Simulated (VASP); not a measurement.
Set up this calculation in VASP 6.6.1, as the native input.

```yaml
Task: single point
Functional: PBE
Potentials_or_basis: VASP PAW PBE potentials, release 64 (Pb_d, O)
Cutoff: 520 eV
k_mesh: 7 × 6 × 12
Occupations: gaussian, width 0.1 eV
Spin: no spin polarisation
Dipole_correction: no
Further_INCAR_settings: ALGO = Normal; EDIFF = 1e-06; NBANDS = 35; ISYM = 0
```

The structure of PbO2 lies in POSCAR:

```
PbO2
1.0
    5.0826191380      0.0000000000      0.0000000000
    0.0000000000      6.1386006885      0.0000000000
    0.0000000000     -1.9303098071      2.8501412526
Pb O
2 4
Direct
    0.0000000000      0.0000000000      0.0000000000
    0.5000000000      0.5000000000      0.0000000000
    0.6919966928      0.3080033072      0.3080033072
    0.8080033072      0.8080033072      0.3080033072
    0.1919966928      0.1919966928      0.6919966928
    0.3080033072      0.6919966928      0.6919966928
```

These files were run (other wordings do the same):

INCAR

```
PREC = Accurate
ENCUT = 520
EDIFF = 1E-6
ISMEAR = 0
SIGMA = 0.1
LREAL = False
LASPH = True
NELM = 100
ALGO = Normal
ISIF = 2
LWAVE = False
LCHARG = False
GGA = PE
ISYM = 0
NBANDS = 35
```

KPOINTS

```
regular mesh
0
Gamma
  7 6 12
```

Potentials or basis: VASP PAW PBE potentials, release 64 (Pb_d, O).

Command:

```sh
$ cat potpaw_PBE.64/Pb_d/POTCAR potpaw_PBE.64/O/POTCAR > POTCAR
$ mpirun -np 1 vasp_std > vasp.out
```

Results of the run:

The pressure is 0.2 GPa. The largest force is 0.014 eV/Å and the band gap on the k mesh is 0.04 eV (least direct gap 0.12 eV).

Caveat: spin-orbit coupling is left out, which moves the levels of the heavy elements.

Wall time 22 min on 1 thread of Intel Xeon 8259CL, on a shared host, peak memory 0.67 GiB.
